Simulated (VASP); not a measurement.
Write the native input for VASP 6.6.1 that does the following.

| Item | Value |
| --- | --- |
| Task | relaxation of cell and atoms |
| Functional | r2SCAN |
| Potentials or basis | VASP PAW PBE potentials, release 64 (Sb, In_d) |
| Cutoff | 600 eV |
| k mesh | 6 × 6 × 6 |
| Occupations | fermi-dirac, width 0.05 eV |
| Spin | no spin polarisation |
| Target pressure | 10 GPa |
| Dipole correction | no |
| Further INCAR settings | ALGO = Normal; EDIFF = 1e-06; IBRION = 2; EDIFFG = -0.01; NSW = 60; ISIF = 3 |

InSb3:

```
Sb In
1.0
     4.80637    0.00000    0.00000
     0.00000    4.80637    0.00000
     0.00000    0.00000    4.80637
Sb In
3 1
Direct
  0.50000 0.50000 0.00000
  0.00000 0.50000 0.50000
  0.50000 0.00000 0.50000
  0.00000 0.00000 0.00000
```

The input as run:

POSCAR

```
InSb3
1.0
    4.8063670000      0.0000000000      0.0000000000
    0.0000000000      4.8063670000      0.0000000000
    0.0000000000      0.0000000000      4.8063670000
Sb In
3 1
Direct
    0.5000000000      0.5000000000      0.0000000000
    0.0000000000      0.5000000000      0.5000000000
    0.5000000000      0.0000000000      0.5000000000
    0.0000000000      0.0000000000      0.0000000000
```

INCAR.step1

```
PREC = Accurate ; ENCUT = 600
ISMEAR = -1 ; SIGMA = 0.05
LREAL = F ; LASPH = T
NELM = 80 ; GGA = PE
ALGO = Normal ; EDIFF = 1E-4
LWAVE = T ; LCHARG = F
```

INCAR.step2

```
PREC = Accurate ; ENCUT = 600
EDIFF = 1E-6 ; ISMEAR = -1
SIGMA = 0.05 ; LREAL = F
LASPH = T ; NELM = 80
ALGO = Normal ; ISIF = 3
LWAVE = F ; LCHARG = F
METAGGA = R2SCAN ; LMIXTAU = T
IBRION = 2 ; NSW = 60
EDIFFG = -0.01 ; PSTRESS = 100.0
ISTART = 1
```

KPOINTS

```
Automatic mesh
0
Gamma
  6 6 6
```

Potentials or basis: VASP PAW PBE potentials, release 64 (Sb, In_d).

Command:

```bash
$ cat potpaw_PBE.64/Sb/POTCAR potpaw_PBE.64/In_d/POTCAR > POTCAR
$ cp INCAR.step1 INCAR
$ mpirun -np 1 vasp_std > vasp.out
$ cp INCAR.step2 INCAR
$ mpirun -np 1 vasp_std > vasp.out
```

It gave:

| Quantity | Value |
| --- | --- |
| Relaxed volume | 23.97 Å³/atom |
| Relaxed cell | a = 4.577 Å, b = 4.577 Å, c = 4.577 Å, α = 90.00°, β = 90.00°, γ = 90.00° |
| Space group after relaxing (to 0.1 Å) | Pm-3m (No. 221) |
| Energy change on relaxing (the run minimises the enthalpy) | +95.2 meV/atom |
| Ionic steps | 4 |
| Pressure after relaxing | 10.0 GPa |
| Band gap on the k mesh | zero (bands 14 and 15 overlap by 5.96 eV) |

Caveat: the cell is relaxed towards a set pressure, so the run minimises the enthalpy, not the energy; the PAW data sets were made with another functional, which shifts forces and pressure a little; spin-orbit coupling is left out, which moves the levels of the heavy elements.

It took 11 min on 1 thread of Intel(R) Xeon(R) Platinum 8259CL CPU @ 2.50GHz (Skylake/Cascade Lake), with other jobs on the host, peak memory 0.3 GiB.
